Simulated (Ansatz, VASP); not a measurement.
# Bi: VASP beside Ansatz

```xyz
2
Lattice="2.2620 1.3060 4.1549 -2.2620 1.3060 4.1549 0.0000 -2.6119 4.1549" Properties=species:S:1:pos:R:3 pbc="T T T"
Bi    0.0000    0.0000    2.8795
Bi    0.0000    0.0000    9.5852
```

Alike in both runs: functional r2SCAN; k mesh 6 × 6 × 6; occupations gaussian, width 0.1 eV; no spin polarisation.

Ansatz relaxed the structure, and its values are those at the end. VASP's run is a single point on that final structure, the one shown.

```csv
,VASP,Ansatz
version,VASP 6.6.1,Ansatz 0.2.0
potentials or method,"VASP PAW PBE potentials, release 64 (Bi_d), cutoff 520 eV","scalar-relativistic, plane waves, PAW"
valence electrons in the cell,30,30
```

```csv
,VASP,Ansatz,Ansatz less VASP
gap on the k mesh at the Fermi level (eV),0.09,0.09,+0.003
least direct gap on the mesh (eV),0.33,0.34,+0.008
pressure (GPa),0.0,0.0,+0.04
rms of the force components (eV/Å),0.006,0.011,+0.0058
```

VASP's potentials were made for PBE, not for r2SCAN. With one functional, cell and mesh, what is left measures potentials, basis and numerics.

Neither program's run includes spin-orbit coupling.
